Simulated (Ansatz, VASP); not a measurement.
# Two plane-wave programs on SrO

```
Sr O
1.0
     2.58031    2.58031    0.00000
    -2.58031    2.58031    0.00000
     0.00000    2.58031    2.58031
Sr O
1 1
Cartesian
  0.0000 2.5803 0.0000
  0.0000 0.0000 0.0000
```

Alike in both runs: functional r2SCAN; k mesh 12 × 12 × 12; occupations fermi-dirac, width 0.1 eV; no spin polarisation.

Ansatz relaxed the structure, and its values are those at the end. VASP's run is a single point on that final structure, the one shown.

```csv
,VASP,Ansatz
version,VASP 6.6.1,Ansatz 0.2.0
potentials or method,"VASP PAW PBE potentials, release 64 (Sr_sv, O)","PAW with Ansatz's default frozen-core files, scalar-relativistic"
plane-wave cutoff (eV),520,500
valence electrons in the cell,16,16
```

Ansatz gave:

```
pressure (GPa) : 0.0
```

What did VASP give for the same quantities?

Pressure (GPa): 0.5.

VASP's potentials were made for PBE, not for r2SCAN.
